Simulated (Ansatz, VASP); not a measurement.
# InBiO in VASP and in Ansatz

```xyz
6
Lattice="3.6248 0.0000 0.0000 -1.8124 3.1392 0.0000 0.0000 0.0000 12.0865" Properties=species:S:1:pos:R:3 pbc="T T T"
In    1.8124    1.0464    3.0216
In    0.0000    2.0928    9.0649
Bi    0.0000    0.0000    0.0000
Bi    0.0000    0.0000    6.0433
O     1.8124    1.0464    9.0649
O     0.0000    2.0928    3.0216
```

Change from the starting cell: species swapped into the NdZnIn type (P6_3/mmc, No. 194).

Alike in both runs: functional PBE; k mesh 12 × 12 × 4; occupations gaussian, width 0.1 eV; no spin polarisation.

Ansatz relaxed the structure, and its values are those at the end. VASP's run is a single point on that final structure, the one shown.

```csv
,VASP,Ansatz
version,VASP 6.6.1,Ansatz 0.2.0
potentials or method,"VASP PAW PBE potentials, release 64 (In_d, Bi_d, O), cutoff 520 eV","scalar-relativistic, plane waves, PAW"
valence electrons in the cell,68,68
```

Ansatz gave:

```
gap on the k mesh at the Fermi level (eV) : none
pressure (GPa)                            : 0.0
```

Q: Estimate VASP's values.

A: gap on the k mesh at the Fermi level (eV): none; pressure (GPa): 0.1.

A gap of «none» marks a metal or a gap that the smearing closes. With one functional, cell and mesh, what is left measures potentials, basis and numerics.

Neither program's run includes spin-orbit coupling.
